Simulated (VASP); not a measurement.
Runs of VASP 6.6.1 on BaTiO3. It takes space group R3m (No. 160, trigonal). The conventional cell has a = 5.655 Å, b = 5.655 Å, c = 6.955 Å, α = 90.00°, β = 90.00°, γ = 120.00°. Ba (site symmetry 3m) has 12 O at 2.79 to 2.89 Å and 8 Ti at 3.37 to 3.59 Å within 3.7 Å. Within 2.5 Å of Ti (site symmetry 3m) lie 6 O at 1.87 to 2.14 Å. Within 2.5 Å of O (site symmetry m) lie 2 Ti at 1.87 to 2.14 Å. 

```tsv
level	U	gap on the mesh (eV)	pressure (GPa)	largest force (eV/Å)
PBEsol+U	Ti d U = 1.5 eV	(b)	(c)	0.53
PBEsol+U	Ti d U = 4.5 eV	2.80	4.7	1.33
PBEsol+U	Ti d U = 3.0 eV	2.63	3.4	0.93
PBEsol+U	Ti d U = 6.0 eV	2.98	6.1	1.74
PBEsol	-	2.34	(a)	0.14
```

Alike in all rows: task single point; potentials or basis VASP PAW PBE potentials, release 64 (Ba_sv, Ti_sv, O); no spin polarisation; cell as given; k mesh 6 × 6 × 6; cutoff (eV) 520; smearing fermi-dirac 0.05 eV.

Question: Estimate the missing entries.

Answer: (a) 0.6; (b) 2.48; (c) 1.9.

Caveats: the PAW data sets were made with another functional, which shifts forces and pressure a little; spin-orbit coupling is left out, which moves the levels of the heavy elements; the cell stands under pressure (at least some runs).

A k mesh can miss the band edges, and the runs leave out spin-orbit coupling on Ba.
